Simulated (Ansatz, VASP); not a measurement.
# RbBr: VASP beside Ansatz

File POSCAR:

```
RbBr
1.0
    1.8136057019      4.5340142547      4.5340142547
    4.5340142547      1.8136057019      4.5340142547
    4.5340142547      4.5340142547      1.8136057019
Rb Br
1 1
Direct
    0.0000000000      0.0000000000      0.0000000000
    0.5000000000      0.5000000000      0.5000000000
```

The input INCAR.step1:

```
PREC = Accurate ; ENCUT = 520
ISMEAR = 0 ; SIGMA = 0.05
LREAL = False ; LASPH = True
NELM = 80 ; NBANDS = 15
GGA = PE ; ALGO = Normal
EDIFF = 1E-4 ; LWAVE = True
LCHARG = False
```

The input INCAR.step2:

```
PREC = Accurate ; ENCUT = 520
EDIFF = 1E-6 ; ISMEAR = 0
SIGMA = 0.05 ; LREAL = False
LASPH = True ; NELM = 80
ALGO = Normal ; ISIF = 2
LWAVE = False ; LCHARG = False
METAGGA = R2SCAN ; LMIXTAU = True
NBANDS = 15 ; ISTART = 1
```

File KPOINTS:

```
Automatic mesh
0
Gamma
  6 6 6
```

Input for Ansatz:

```yaml
crystal:
  lattice:
    - [1.8136057019, 4.5340142547, 4.5340142547]
    - [4.5340142547, 1.8136057019, 4.5340142547]
    - [4.5340142547, 4.5340142547, 1.8136057019]
  atoms:
    - { symbol: Rb, position: [0.0, 0.0, 0.0] }
    - { symbol: Br, position: [0.5, 0.5, 0.5] }
basis:
  ecutwfc: 500
kpoints:
  mp_grid: { grid: [6, 6, 6] }
hamiltonian:
  xc: r2scan
scf:
  occupations: { method: gaussian, width: 0.05 }
output:
  forces: true
  stress: true
  eigenvalues: true
```

Alike in both runs: task single point; functional r2SCAN; k mesh 6 × 6 × 6; occupations gaussian, width 0.05 eV; no spin polarisation.

```csv
,VASP,Ansatz
version,VASP 6.6.1,Ansatz 0.2.0
potentials or method,"VASP PAW PBE potentials, release 64 (Rb_sv, Br), cutoff 520 eV","scalar-relativistic, plane waves, PAW"
valence electrons in the cell,16,16
```

|  | VASP | Ansatz | Ansatz less VASP |
| --- | --- | --- | --- |
| gap on the k mesh at the Fermi level (eV) | 0.34 | 0.34 | -0.003 |
| least direct gap on the mesh (eV) | 0.34 | 0.34 | -0.003 |
| pressure (GPa) | -1.2 | -1.2 | 0.00 |
| traceless stress, the component that is largest in VASP (GPa) | -6.44 | -6.43 | +0.002 |

VASP's potentials were made for PBE, not for r2SCAN.
